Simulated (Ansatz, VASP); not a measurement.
SnS2 in VASP and in Ansatz

The input INCAR:

```
PREC = Accurate
ENCUT = 500
EDIFF = 1E-6
ISMEAR = 0
SIGMA = 0.01
LREAL = False
LASPH = True
NELM = 120
ALGO = Normal
ISIF = 2
LWAVE = False
LCHARG = True
GGA = PS
LELF = True
LVHAR = True
NBANDS = 20
GGA_COMPAT = False
```

Contents of KPOINTS:

```
Automatic mesh
0
Gamma
  5 5 3
```

File POSCAR:

```
SnS2
1.0
    3.6390000000      0.0000000000      0.0000000000
   -1.8195000000      3.1514664400      0.0000000000
    0.0000000000      0.0000000000      5.8680000000
Sn S
1 2
Direct
    0.0000000000      0.0000000000      0.0000000000
    0.3333333300      0.6666666700      0.2500000000
    0.6666666700      0.3333333300      0.7500000000
```

Input for Ansatz:

```yaml
crystal:
  lattice:
    - [3.639, 0.0, 0.0]
    - [-1.8195, 3.15146644, 0.0]
    - [0.0, 0.0, 5.868]
  atoms:
    - { symbol: Sn, position: [0.0, 0.0, 0.0] }
    - { symbol: S, position: [0.33333333000000004, 0.66666667, 0.25] }
    - { symbol: S, position: [0.66666667, 0.33333333, 0.7499999999999999] }
kpoints:
  mp_grid:
    grid: [5, 5, 3]
hamiltonian:
  xc: pbesol
  pseudopotentials:
    kind: paw
scf:
  convergence:
    dr2_threshold: 1.0e-08
  occupations:
    method: fixed
output:
  write_density: true
  volumetric_format: cube
  dos:
    de: 0.1
    method: tetrahedron
    nscf_kmesh:
      kspacing: 0.24
  forces: true
  eigenvalues: true
```

Alike in both runs: task single point; functional PBEsol; k mesh 5 × 5 × 3; no spin polarisation.

|  | VASP | Ansatz |
| --- | --- | --- |
| version | VASP 6.6.1 | Ansatz 0.2.0 |
| potentials or method | VASP PAW PBE potentials, release 64 (Sn_d, S) | plane waves, PAW |
| plane-wave cutoff (eV) | 500 | 420 |
| occupations | gaussian, width 0.01 eV | fixed |
| valence electrons in the cell | 26 | 26 |

```csv
,VASP,Ansatz,Ansatz less VASP
gap on the k mesh at the Fermi level (eV),1.38,1.37,-0.016
rms of the force components (eV/Å),0.033,0.033,+0.0002
```

VASP's potentials were made for PBE, not for PBEsol. Atom by atom the forces differ by 0.000 eV/Å (rms over components).
